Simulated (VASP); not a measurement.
# SnTe in VASP: further runs, part 2 of 2

VASP 6.6.1.

### 3 Single point, PBEsol

INCAR reads:

```
  PREC = Accurate
  ENCUT = 520
  EDIFF = 1E-6
  ISMEAR = -1
  SIGMA = 0.03
  LREAL = F
  LASPH = T
  NELM = 100
  ALGO = Normal
  ISIF = 2
  LWAVE = F
  LCHARG = T
  GGA = PS
  LELF = T
  LVHAR = T
  NBANDS = 17
```

KPOINTS reads:

```
Automatic mesh
0
Gamma
  4 4 4
```

POSCAR reads:

```
SnTe
1.0
    0.0000000000      3.6111460000      3.6111460000
    3.6111460000      0.0000000000      3.6111460000
    3.6111460000      3.6111460000      0.0000000000
Te Sn
1 1
Direct
    0.2500000000      0.2500000000      0.2500000000
    0.0000000000      0.0000000000      0.0000000000
```

Potentials or basis: VASP PAW PBE potentials, release 64 (Te, Sn_d).

The run is started by

```bash
cat potpaw_PBE.64/Te/POTCAR potpaw_PBE.64/Sn_d/POTCAR > POTCAR
mpirun -np 1 vasp_std > vasp.out
```

OUTCAR:

```text
PREC = Accurate
   ENCUT = 520
   EDIFF = 1E-6
   ISMEAR = -1
   LREAL = F
   LASPH = T
   NELM = 100
   ISIF = 2
   GGA = PS

 ion  position               nearest neighbor table
   1  0.250  0.250  0.250-   2 3.13   2 3.13   2 3.13   2 3.13
   2  0.000  0.000  0.000-   1 3.13   1 3.13   1 3.13   1 3.13

  LATTYP: Found a face centered cubic cell.
 ALAT       =     7.2222920000

  Lattice vectors:

 A1 = (   0.0000000000,   3.6111460000,   3.6111460000)
 A2 = (   3.6111460000,   0.0000000000,   3.6111460000)
 A3 = (   3.6111460000,   3.6111460000,   0.0000000000)

Analysis of symmetry for initial positions (statically):
=====================================================================
 Subroutine PRICEL returns:
 Original cell was already a primitive cell.

 Routine SETGRP: Setting up the symmetry group for a
 face centered cubic supercell.

 Subroutine GETGRP returns: Found 24 space group operations
 (whereof 24 operations were pure point group operations)
 out of a pool of 48 trial point group operations.

The static configuration has the point symmetry T_d .

Analysis of symmetry for dynamics (positions and initial velocities):
=====================================================================
 Subroutine PRICEL returns:
 Original cell was already a primitive cell.

 Routine SETGRP: Setting up the symmetry group for a
 face centered cubic supercell.

 Subroutine GETGRP returns: Found 24 space group operations
 (whereof 24 operations were pure point group operations)
 out of a pool of 48 trial point group operations.

The dynamic configuration has the point symmetry T_d .

 Subroutine INISYM returns: Found 24 space group operations
 (whereof 24 operations are pure point group operations),
 and found     1 'primitive' translations

[... 91 lines left out ...]
   EFERMI =   0.00;   METHOD = LEGACY
   ISMEAR =    -1;   SIGMA  =   0.03  broadening in eV -4-tet -1-fermi 0-gaus
   EFERMI_NEDOS =   21; number of points for ismear=-14 and -15
   IALGO  =     38    algorithm
   IMIX   =      4    mixing-type and parameters
     AMIX     =   0.40;   BMIX     =  1.00
     AMIX_MAG =   1.60;   BMIX_MAG =  1.00
  volume/ion in A,a.u.               =      47.09       317.78
  Fermi-wavevector in a.u.,A,eV,Ry     =   0.976704  1.845704 12.979296  0.953951
  Thomas-Fermi vector in A             =   2.107344
   LORBIT       =      0    0 simple, 1 ext, 2 COOP (PROOUT), +10 PAW based schemes
   GGA     = PS    functional components
   LHFCALC =     F    Hartree Fock is set to
   AEXX    =    0.0000 exact exchange contribution
   IVDW    =     0    specifies the selected vdW correction
   LEPSILON=     F    determine dielectric tensor
   LRPA    =     F    only Hartree local field effects (RPA)
 non-spin polarized calculation
  energy-cutoff  :      520.00
  volume of cell :       94.18
 maximum number of plane-waves:      2637
 NGX is ok and might be reduce to    40
   NGX = 19   NGY = 19   NGZ = 19

 number of electron      19.9999999 magnetization

 Free energy of the ion-electron system (eV)
  ---------------------------------------------------
  ext. energy  EPLUGINS =         0.00000000
  ---------------------------------------------------
  free energy    TOTEN  =        -7.61553928 eV

  energy without entropy =       -7.61064717  energy(sigma->0) =       -7.61309322

 E-fermi :   3.0782     XC(G=0):  -7.6467

 val. band max:        3.0400041748   @ k =  -0.2500   0.5000   0.2500
 cond. band min:       3.0857613799   @ k =   0.5000   0.5000   0.0000
 fundamental gap:      0.0457572051
 Fermi energy:         3.0781869549

 k-point     1 :       0.0000    0.0000    0.0000
  band No.  band energies     occupation
      1     -18.6687      2.00000
      2     -18.6687      2.00000
      3     -18.6687      2.00000
      4     -18.6594      2.00000
      5     -18.6594      2.00000
      6      -8.5426      2.00000
[... 137 lines left out ...]
      4     -18.6597      2.00000
      5     -18.6589      2.00000
      6      -7.7872      2.00000
[... 9 lines left out ...]
     16      10.8562      0.00000
     17      10.8670      0.00000

------------------------ aborting loop because EDIFF is reached ----------------------------------------

  FORCE on cell =-STRESS in cart. coord.  units (eV):
  Direction    XX          YY          ZZ          XY          YZ          ZX
  --------------------------------------------------------------------------------------
  -------------------------------------------------------------------------------------
  Total       -0.9846475     -0.9846475     -0.9846475      0.0000000      0.0000000      0.0000000
  in kB      -16.7504407    -16.7504407    -16.7504407      0.0000000      0.0000000      0.0000000
  external PRESSURE =     -16.7504407 kB  Pullay stress =       0.0000000 kB

 VOLUME and BASIS-vectors are now :
 -----------------------------------------------------------------------------
  energy-cutoff  :      520.00
  volume of cell :       94.18
      direct lattice vectors                 reciprocal lattice vectors
     0.000000000  3.611146000  3.611146000    -0.138460201  0.138460201  0.138460201
     3.611146000  0.000000000  3.611146000     0.138460201 -0.138460201  0.138460201
     3.611146000  3.611146000  0.000000000     0.138460201  0.138460201 -0.138460201

 POSITION                                       TOTAL-FORCE (eV/Angst)
 -----------------------------------------------------------------------------------
      1.80557      1.80557      1.80557        -0.000000     -0.000000     -0.000000
      0.00000      0.00000      0.00000         0.000000      0.000000      0.000000
 -----------------------------------------------------------------------------------
    total drift:                               -0.000000     -0.000000     -0.000000

  FREE ENERGIE OF THE ION-ELECTRON SYSTEM (eV)
  ---------------------------------------------------
  free  energy   TOTEN  =        -7.6155392805 eV

  energy  without entropy=       -7.6106471693  energy(sigma->0) =       -7.61309322
```

Run time: 39 s. Hardware: 1 thread of Intel Xeon 8259CL, shared host; peak memory 0.24 GiB.

Results:

```yaml
Free_energy: -7.6155 eV
Pressure: -1.7 GPa
Band_gap_on_the_k_mesh: 0.05 eV (least direct gap 0.77 eV)
```

Caveat: semilocal functionals underestimate gaps, and a narrow one can read as zero; the PAW data sets were made with another functional, which shifts forces and pressure a little; spin-orbit coupling is left out, which moves the levels of the heavy elements. A k mesh can miss the band edges.

### 4 Single point, PBE+D3(BJ), non-collinear spin, zero start, spin-orbit coupling (44.27 Å³/atom)

This run uses another cell than the first one, of 44.27 Å³/atom.

INCAR reads:

```
SYSTEM = SnTe
PREC     = Accurate       ! precision mode
ENCUT    = 520            ! plane-wave cutoff, eV
EDIFF    = 1E-6           ! SCF threshold, eV
ISMEAR   = -5             ! smearing method
SIGMA    = 0.05           ! smearing width, eV
LREAL    = .FALSE.        ! projectors in reciprocal space
LASPH    = .TRUE.         ! aspherical terms in the spheres
NELM     = 150            ! most SCF steps
ALGO     = Normal         ! electronic algorithm
ISIF     = 2              ! what is computed and relaxed
LWAVE    = .FALSE.        ! write WAVECAR
LCHARG   = .FALSE.        ! write CHGCAR
MAGMOM   = 0 0 0 0 0 0    ! initial moments
LORBIT   = 11             ! projections on sites
LSORBIT  = .TRUE.         ! spin-orbit coupling
GGA_COMPAT= .FALSE.      
LORBMOM  = .TRUE.       
GGA      = PE             ! functional
IVDW     = 12             ! dispersion correction
NBANDS   = 32             ! bands
```

KPOINTS reads:

```
Automatic mesh
0
G
  5 5 5
  0 0 0
```

POSCAR reads:

```
SnTe
1.0
    0.0000000000      3.5374284581      3.5374284581
    3.5374284581      0.0000000000      3.5374284581
    3.5374284581      3.5374284581      0.0000000000
Te Sn
1 1
Direct
    0.2488810000      0.2490910000      0.2530040000
   -0.0010650000      0.0075970000     -0.0042960000
```

Potentials or basis: VASP PAW PBE potentials, release 64 (Te, Sn_d).

The run is started by

```bash
cat potpaw_PBE.64/Te/POTCAR potpaw_PBE.64/Sn_d/POTCAR > POTCAR
mpirun -np 1 vasp_ncl > vasp.out
```

OUTCAR:

```text
SYSTEM = SnTe
   PREC = Accurate
   ENCUT = 520
   EDIFF = 1E-6
   ISMEAR = -5
   LREAL = .FALSE.
   LASPH = .TRUE.
   NELM = 150
   ISIF = 2
   LORBIT = 11
   LSORBIT = .TRUE.
   GGA = PE
   IVDW = 12
 IVDW          = 12

 ion  position               nearest neighbor table
   1  0.249  0.249  0.253-   2 3.03   2 3.06   2 3.06   2 3.10
   2  0.999  0.008  0.996-   1 3.03   1 3.06   1 3.06   1 3.10

  LATTYP: Found a face centered cubic cell.
 ALAT       =     7.0748569162

  Lattice vectors:

 A1 = (   0.0000000000,   3.5374284581,   3.5374284581)
 A2 = (   3.5374284581,   0.0000000000,   3.5374284581)
 A3 = (   3.5374284581,   3.5374284581,   0.0000000000)

Analysis of symmetry for initial positions (statically):
=====================================================================
 Subroutine PRICEL returns:
[... 1141 lines left out ...]
     0.0000000     0.0000000     0.0000000     0.0000000     0.0000000     0.0000000     0.0000000
     0.0000000     0.0000000     0.0000000     0.0000000     0.0000000     0.0000000     0.0000000
     0.0000000     0.0000000     0.0000000     0.0000000     0.0000000     0.0000000     0.0000000
     0.0000000     0.0000000     0.0000000     0.0000000     0.0000000     0.0000000     0.0000000
     0.0000000     0.0000000     0.0000000     0.0000000     0.0000000     0.0000000     0.0000000

 total charge

# of ion       s       p       d       tot
------------------------------------------
    1        1.394   1.968   0.020   3.382
    2        1.399   0.734   9.963  12.097
--------------------------------------------------
tot          2.793   2.702   9.983  15.478

 magnetization (x)

# of ion       s       p       d       tot
------------------------------------------
    1       -0.000   0.000   0.000  -0.000
    2       -0.000  -0.000  -0.000  -0.000
--------------------------------------------------
tot         -0.000  -0.000  -0.000  -0.000

 magnetization (y)

# of ion       s       p       d       tot
------------------------------------------
    1        0.000   0.000  -0.000   0.000
    2        0.000   0.000  -0.000  -0.000
--------------------------------------------------
tot          0.000   0.000  -0.000   0.000

 magnetization (z)

# of ion       s       p       d       tot
------------------------------------------
    1        0.000  -0.000   0.000  -0.000
    2       -0.000   0.000  -0.000  -0.000
--------------------------------------------------
tot         -0.000   0.000  -0.000  -0.000
```

OSZICAR:

```text
N       E                     dE             d eps       ncg     rms          rms(c)
DAV:   1     0.164883034911E+03    0.16488E+03   -0.88583E+03  8136   0.130E+03
DAV:   2     0.146287490969E+02   -0.15025E+03   -0.14468E+03  8096   0.372E+02
DAV:   3    -0.630065064815E+01   -0.20929E+02   -0.20569E+02  9872   0.129E+02
DAV:   4    -0.727743282582E+01   -0.97678E+00   -0.97523E+00  9472   0.300E+01
DAV:   5    -0.731784242448E+01   -0.40410E-01   -0.40408E-01 11456   0.593E+00    0.558E+00
DAV:   6    -0.719669308516E+01    0.12115E+00   -0.22370E-01  9440   0.272E+00    0.369E+00
DAV:   7    -0.719229431746E+01    0.43988E-02   -0.74660E-02  8744   0.114E+00    0.186E+00
DAV:   8    -0.719304316580E+01   -0.74885E-03   -0.30063E-03  9336   0.433E-01    0.650E-01
DAV:   9    -0.719368507299E+01   -0.64191E-03   -0.17642E-03  9624   0.297E-01    0.201E-01
DAV:  10    -0.719419618026E+01   -0.51111E-03   -0.41075E-04  8984   0.143E-01    0.491E-02
DAV:  11    -0.719437555598E+01   -0.17938E-03   -0.12836E-04  8912   0.571E-02    0.257E-02
DAV:  12    -0.719442734389E+01   -0.51788E-04   -0.66701E-05  8136   0.368E-02    0.255E-02
DAV:  13    -0.719442887685E+01   -0.15330E-05   -0.31227E-06  8216   0.122E-02    0.115E-02
DAV:  14    -0.719442975287E+01   -0.87602E-06   -0.16575E-06  7240   0.672E-03
   1 F= -.77655499E+01 E0= -.77655499E+01  d E =0.000000E+00  mag=    -0.0000    -0.0000    -0.0000
```

stdout:

```text
POSCAR found type information on POSCAR TeSn
 POSCAR found :  2 types and       2 ions
 scaLAPACK will be used
 LDA part: xc-table for (Slater+PW92), standard interpolation
 POSCAR, INCAR and KPOINTS ok, starting setup
 FFT: planning ... GRIDC
 FFT: planning ... GRID_SOFT
 FFT: planning ... GRID
 WAVECAR not read
 entering main loop
```

Wall time 9.2 min (1 thread of Intel Xeon Platinum 8488C (Sapphire Rapids), shared host); peak memory 0.83 GiB.

Results:

```yaml
Free_energy: -7.7655 eV
Pressure: 1.0 GPa
Largest_force: 0.104 eV/Å
Net_moment: 0.00 μB per cell
Valence_electrons_inside_the_program's_atomic_spheres: Te 3.38; Sn 12.10
Dispersion_energy_per_atom: -0.286 eV
```

Forces on the atoms (eV/Å):
```
Te   0.007 -0.067  0.079
Sn  -0.007  0.067 -0.079
```

Moments on the atoms (μB; x, y, z):
```
Te  0.00 0.00 0.00
Sn  0.00 0.00 0.00
```

### 5 Single point, PBE+D3(BJ), non-collinear spin, zero start, spin-orbit coupling (48.03 Å³/atom)

This run uses another cell than the first one, of 48.03 Å³/atom.

INCAR reads:

```
ALGO = Normal
EDIFF = 1E-6
ENCUT = 520
GGA = PE
GGA_COMPAT = F
ISIF = 2
ISMEAR = -5
IVDW = 12
LASPH = T
LCHARG = F
LNONCOLLINEAR = T
LORBIT = 11
LORBMOM = T
LREAL = F
LSORBIT = T
LWAVE = F
MAGMOM = 0 0 0 0 0 0
NBANDS = 32
NELM = 150
PREC = Accurate
SIGMA = 0.05
```

KPOINTS reads:

```
k-points
0
Gamma
  5 5 5
```

POSCAR reads:

```
SnTe
1.0
    0.0000000000      3.6350615711      3.6350615711
    3.6350615711      0.0000000000      3.6350615711
    3.6350615711      3.6350615711      0.0000000000
Te Sn
1 1
Direct
    0.2488810000      0.2490910000      0.2530040000
   -0.0010650000      0.0075970000     -0.0042960000
```

Potentials or basis: VASP PAW PBE potentials, release 64 (Te, Sn_d).

The run is started by

```bash
cat potpaw_PBE.64/Te/POTCAR potpaw_PBE.64/Sn_d/POTCAR > POTCAR
mpirun -np 1 vasp_ncl > vasp.out
```

OUTCAR:

```text
EDIFF = 1E-6
   ENCUT = 520
   GGA = PE
   ISIF = 2
   ISMEAR = -5
   IVDW = 12
   LASPH = T
   LNONCOLLINEAR = T
   LORBIT = 11
   LREAL = F
   LSORBIT = T
   NELM = 150
   PREC = Accurate
 IVDW          = 12

 ion  position               nearest neighbor table
   1  0.249  0.249  0.253-   2 3.12   2 3.14   2 3.15   2 3.18
   2  0.999  0.008  0.996-   1 3.12   1 3.14   1 3.15   1 3.18

  LATTYP: Found a face centered cubic cell.
 ALAT       =     7.2701231422

  Lattice vectors:

 A1 = (   0.0000000000,   3.6350615711,   3.6350615711)
 A2 = (   3.6350615711,   0.0000000000,   3.6350615711)
 A3 = (   3.6350615711,   3.6350615711,   0.0000000000)
[... 1141 lines left out ...]
    -0.0048833    -0.0012208     0.0000000    -0.0012208     0.0000000
 l=   3
     0.0000000     0.0000000     0.0000000     0.0000000     0.0000000     0.0000000     0.0000000
     0.0000000     0.0000000     0.0000000     0.0000000     0.0000000     0.0000000     0.0000000
     0.0000000     0.0000000     0.0000000     0.0000000     0.0000000     0.0000000     0.0000000
     0.0000000     0.0000000     0.0000000     0.0000000     0.0000000     0.0000000     0.0000000
     0.0000000     0.0000000     0.0000000     0.0000000     0.0000000     0.0000000     0.0000000
     0.0000000     0.0000000     0.0000000     0.0000000     0.0000000     0.0000000     0.0000000
     0.0000000     0.0000000     0.0000000     0.0000000     0.0000000     0.0000000     0.0000000

 total charge

# of ion       s       p       d       tot
------------------------------------------
    1        1.391   1.951   0.015   3.356
    2        1.399   0.689   9.955  12.044
--------------------------------------------------
tot          2.790   2.640   9.970  15.400

 magnetization (x)

# of ion       s       p       d       tot
------------------------------------------
    1        0.000  -0.000  -0.000  -0.000
    2       -0.000   0.000   0.000   0.000
--------------------------------------------------
tot         -0.000   0.000   0.000   0.000

 magnetization (y)

# of ion       s       p       d       tot
------------------------------------------
    1       -0.000   0.000  -0.000  -0.000
    2       -0.000  -0.000  -0.000  -0.000
--------------------------------------------------
tot         -0.000  -0.000  -0.000  -0.000

 magnetization (z)

# of ion       s       p       d       tot
------------------------------------------
    1        0.000   0.000   0.000   0.000
    2        0.000   0.000  -0.000   0.000
--------------------------------------------------
tot          0.000   0.000  -0.000   0.000
```

It took 7.6 min on 1 thread of Intel Xeon 6975P-C (Granite Rapids), shared host; peak memory 0.87 GiB.

What came out:

* Free energy: -7.7501 eV
* Pressure: -1.4 GPa
* Largest force: 0.091 eV/Å
* Net moment: 0.00 μB per cell
* Valence electrons inside the program's atomic spheres: Te 3.36; Sn 12.04
* Dispersion energy per atom: -0.264 eV

Forces on the atoms (eV/Å):
```
Te   0.007 -0.059  0.069
Sn  -0.007  0.059 -0.069
```

Moments on the atoms (μB; x, y, z):
```
Te  0.00 0.00 0.00
Sn  0.00 0.00 0.00
```

### 6 The runs side by side

```csv
level,spin,cell,k mesh,smearing,grid for exact exchange (PRECFOCK),share of exact exchange,screening parameter,gap on the mesh (eV),pressure (GPa),moment (μB),largest force (eV/Å)
HSE06,off,"a = 5.107 Å, angles 60.0°, 2 atoms, atomic positions A",4 × 4 × 4,fermi-dirac 0.05 eV,Normal,0.25,0.2079 1/Å,0.37,-0.7,-,-
PBEsol,off,"a = 5.107 Å, angles 60.0°, 2 atoms, atomic positions A",4 × 4 × 4,fermi-dirac 0.03 eV,-,-,-,0.05,-1.7,-,-
PBE+D3(BJ),"non-collinear, zero start, SOC","a = 5.003 Å, angles 60.0°, 2 atoms, atomic positions B",5 × 5 × 5,tetrahedron,-,-,-,-,1.0,0.00,0.10
PBE+D3(BJ),"non-collinear, zero start, SOC","a = 5.141 Å, angles 60.0°, 2 atoms, atomic positions B",5 × 5 × 5,tetrahedron,-,-,-,-,-1.4,0.00,0.09
```

Alike in all rows: task single point; potentials or basis VASP PAW PBE potentials, release 64 (Te, Sn_d); cutoff (eV) 520.

Caveats: the PAW data sets were made with another functional, which shifts forces and pressure a little (at least some runs); spin-orbit coupling is left out, which moves the levels of the heavy elements (at least some runs); semilocal functionals underestimate gaps, and a narrow one can read as zero (at least some runs).

Total energies depend on the potentials used, so only differences within one code and one set of settings carry meaning.
